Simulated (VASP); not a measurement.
# Br (I4/mmm) in VASP: single point with PBE+D3(BJ)

Aim: the single point of Br with PBE+D3(BJ).

Everything below comes from runs of VASP 6.6.1. Logs are shortened: lines on timing, memory, paths and dates and some standing lists are left out, and cuts for length are marked.

### 1 The cell of the first run

The structure is tetragonal, space group I4/mmm (No. 139). The conventional cell has a = 2.843 Å, b = 2.843 Å, c = 7.106 Å, α = 90.00°, β = 90.00°, γ = 90.00°. Within 3.7 Å of Br (site symmetry 4/mmm) lie 4 Br at 2.84 Å.

### 2 Single point, PBE+D3(BJ)

Input file INCAR:

```
SYSTEM = Br
ALGO = Fast ; EDIFF = 1E-6
ENCUT = 520 ; GGA = PE
ISIF = 2 ; ISMEAR = 0
IVDW = 12 ; LASPH = .True.
LCHARG = .True. ; LELF = .True.
LREAL = .False. ; LVHAR = .True.
LWAVE = .False. ; NBANDS = 10
NELM = 100 ; PREC = Accurate
SIGMA = 0.15
```

Input file KPOINTS:

```
k-points
0
Gamma
  22 22 22
  0 0 0
```

Input file POSCAR:

```
Br
1.0
   -1.4216501623      1.4216501623      3.5532137791
    1.4216501623     -1.4216501623      3.5532137791
    1.4216501623      1.4216501623     -3.5532137791
Br
1
Direct
    0.0000000000      0.0000000000      0.0000000000
```

Potentials or basis: VASP PAW PBE potentials, release 64 (Br).

Command:

```console
> cat potpaw_PBE.64/Br/POTCAR > POTCAR
> mpirun -np 1 vasp_std > vasp.out
```

OUTCAR:

```text
SYSTEM = Br
   EDIFF = 1E-6
   ENCUT = 520
   GGA = PE
   ISIF = 2
   ISMEAR = 0
   IVDW = 12
   LASPH = .True.
   LREAL = .False.
   NELM = 100
   PREC = Accurate
 IVDW          = 12

 ion  position               nearest neighbor table
   1  0.000  0.000  0.000-

  LATTYP: Found a body centered tetragonal cell.
 ALAT       =     2.8433003246
 C/A-ratio  =     2.4993587546

  Lattice vectors:

 A1 = (  -1.4216501623,   1.4216501623,   3.5532137791)
 A2 = (   1.4216501623,  -1.4216501623,   3.5532137791)
 A3 = (   1.4216501623,   1.4216501623,  -3.5532137791)

Analysis of symmetry for initial positions (statically):
=====================================================================
 Subroutine PRICEL returns:
 Original cell was already a primitive cell.

 Routine SETGRP: Setting up the symmetry group for a
 body centered tetragonal supercell.

 Subroutine GETGRP returns: Found 16 space group operations
 (whereof 16 operations were pure point group operations)
 out of a pool of 16 trial point group operations.

The static configuration has the point symmetry D_4h.

Analysis of symmetry for dynamics (positions and initial velocities):
=====================================================================
 Subroutine PRICEL returns:
 Original cell was already a primitive cell.

 Routine SETGRP: Setting up the symmetry group for a
 body centered tetragonal supercell.

 Subroutine GETGRP returns: Found 16 space group operations
 (whereof 16 operations were pure point group operations)
 out of a pool of 16 trial point group operations.

The dynamic configuration has the point symmetry D_4h.

 Subroutine INISYM returns: Found 16 space group operations
 (whereof 16 operations are pure point group operations),
 and found     1 'primitive' translations

----------------------------------------------------------------------------------------

                                     Primitive cell

  volume of cell :      28.7254

  direct lattice vectors                    reciprocal lattice vectors
    -1.421650162  1.421650162  3.553213779     0.000000000  0.351703966  0.140717680
     1.421650162 -1.421650162  3.553213779     0.351703966  0.000000000  0.140717680
     1.421650162  1.421650162 -3.553213779     0.351703966  0.351703966  0.000000000

  length of vectors
     4.082585765  4.082585765  4.082585765     0.378810170  0.378810170  0.497384518

  position of ions in fractional coordinates (direct lattice)
     0.000000000  0.000000000  0.000000000

  ion indices of the primitive-cell ions
   primitive index   ion index
                 1           1

[... 81 lines left out ...]
   PSTRESS=    0.0 pullay stress
   NELECT =       7.0000    total number of electrons
   NUPDOWN=      -1.0000    fix difference up-down
   EMIN   =  10.00;   EMAX   =-10.00  energy-range for DOS
   EFERMI =   0.00;   METHOD = LEGACY
   ISMEAR =     0;   SIGMA  =   0.15  broadening in eV -4-tet -1-fermi 0-gaus
   EFERMI_NEDOS =   21; number of points for ismear=-14 and -15
   IALGO  =     68    algorithm
   IMIX   =      4    mixing-type and parameters
     AMIX     =   0.40;   BMIX     =  1.00
     AMIX_MAG =   1.60;   BMIX_MAG =  1.00
  volume/ion in A,a.u.               =      28.73       193.85
  Fermi-wavevector in a.u.,A,eV,Ry     =   1.022552  1.932342 14.226412  1.045612
  Thomas-Fermi vector in A             =   2.156237
   LORBIT       =      0    0 simple, 1 ext, 2 COOP (PROOUT), +10 PAW based schemes
   GGA     = PE    functional components
   LHFCALC =     F    Hartree Fock is set to
   AEXX    =    0.0000 exact exchange contribution
   IVDW    =    12    specifies the selected vdW correction
   LEPSILON=     F    determine dielectric tensor
   LRPA    =     F    only Hartree local field effects (RPA)
 non-spin polarized calculation
 RMM-DIIS sequential band-by-band and
 Gauss-broadening in eV      SIGMA  =   0.15
  energy-cutoff  :      520.00
  volume of cell :       28.73
 maximum number of plane-waves:       795
   NGX = 15   NGY = 15   NGZ = 15

 number of electron       6.9999999 magnetization

 Free energy of the ion-electron system (eV)
  ---------------------------------------------------
  ext. energy  EPLUGINS =         0.00000000
  ---------------------------------------------------
  free energy    TOTEN  =        -1.44478607 eV

  energy without entropy =       -1.43911567  energy(sigma->0) =       -1.44195087

 E-fermi :   1.5604     XC(G=0):  -8.6860

 val. band max:        1.5593306082   @ k =   0.2727   0.0909   0.0455
 cond. band min:       1.5668503512   @ k =  -0.4091  -0.4091   0.3182
 fundamental gap:      0.0075197430
 Fermi energy:         1.5604377653

 k-point     1 :       0.0000    0.0000    0.0000
  band No.  band energies     occupation
      1     -14.7817      2.00000
      2      -0.7600      2.00000
      3       2.4850      0.00000
      4       2.4850      0.00000
      5       6.9886      0.00000
      6      11.3555      0.00000
      7      11.8735      0.00000
      8      17.4027      0.00000
      9      17.4027      0.00000
     10      18.0611      0.00000
[... 287 lines left out ...]
 k-point    24 :      -0.4545    0.0455    0.0000
  band No.  band energies     occupation
      1     -13.1324      2.00000
      2      -4.2027      2.00000
      3      -0.3479      2.00000
      4       3.1698      0.00000
      5       7.9690      0.00000
      6      13.4855      0.00000
      7      13.7788      0.00000
      8      15.9205      0.00000
      9      17.4589      0.00000
     10      19.3887      0.00000

 [... further k-points ...]

------------------------ aborting loop because EDIFF is reached ----------------------------------------

 Edisp (eV)   -0.25202

 E8    (eV) :    -0.0998

  FORCE on cell =-STRESS in cart. coord.  units (eV):
  Direction    XX          YY          ZZ          XY          YZ          ZX
  --------------------------------------------------------------------------------------
  -------------------------------------------------------------------------------------
  Total      -0.00416    -0.00416     0.00408     0.00000     0.00000     0.00000
  in kB      -0.23230    -0.23230     0.22779     0.00000     0.00000     0.00000
  external pressure =       -0.08 kB  Pullay stress =        0.00 kB

 VOLUME and BASIS-vectors are now :
 -----------------------------------------------------------------------------
  energy-cutoff  :      520.00
  volume of cell :       28.73
      direct lattice vectors                 reciprocal lattice vectors
    -1.421650162  1.421650162  3.553213779     0.000000000  0.351703966  0.140717680
     1.421650162 -1.421650162  3.553213779     0.351703966  0.000000000  0.140717680
     1.421650162  1.421650162 -3.553213779     0.351703966  0.351703966  0.000000000

 POSITION                                       TOTAL-FORCE (eV/Angst)
 -----------------------------------------------------------------------------------
      0.00000      0.00000      0.00000        -0.000000      0.000000      0.000000
 -----------------------------------------------------------------------------------
    total drift:                                0.000000      0.000000      0.000000

  FREE ENERGIE OF THE ION-ELECTRON SYSTEM (eV)
  ---------------------------------------------------
  free  energy   TOTEN  =        -1.6968098849 eV

  energy  without entropy=       -1.6911394822  energy(sigma->0) =       -1.69397468
```

Wall time 2.8 min (1 thread of Oxide Virtual Turin-like, shared host); peak memory 0.32 GiB.

Results:

- Free energy: -1.6968 eV
- Pressure: 0.0 GPa
- Band gap on the k mesh: zero (an odd number of electrons rules out a gap without spin polarisation)
- Dispersion energy per atom: -0.252 eV

Levels at points of the mesh, in eV from the Fermi level:
| k point | band 1 | band 2 | band 3 | band 4 | band 5 | band 6 | band 7 | band 8 |
| --- | --- | --- | --- | --- | --- | --- | --- | --- |
| (0.00, 0.00, 0.00) | -16.34 | -2.32 | 0.92 | 0.92 | 5.43 | 9.80 | 10.31 | 15.84 |
| (0.50, 0.00, 0.00) | -14.67 | -5.90 | -1.94 | 1.82 | 6.28 | 12.00 | 12.87 | 14.85 |
| (0.50, 0.50, 0.00) | -13.15 | -4.56 | -4.26 | -0.68 | 5.40 | 8.23 | 12.54 | 13.89 |
| (0.50, 0.50, 0.50) | -16.09 | -4.57 | 0.75 | 0.75 | 9.24 | 9.29 | 11.87 | 17.35 |

Caveat: an odd number of electrons without spin polarisation forces a metal; a magnetic or distorted state may lie lower.
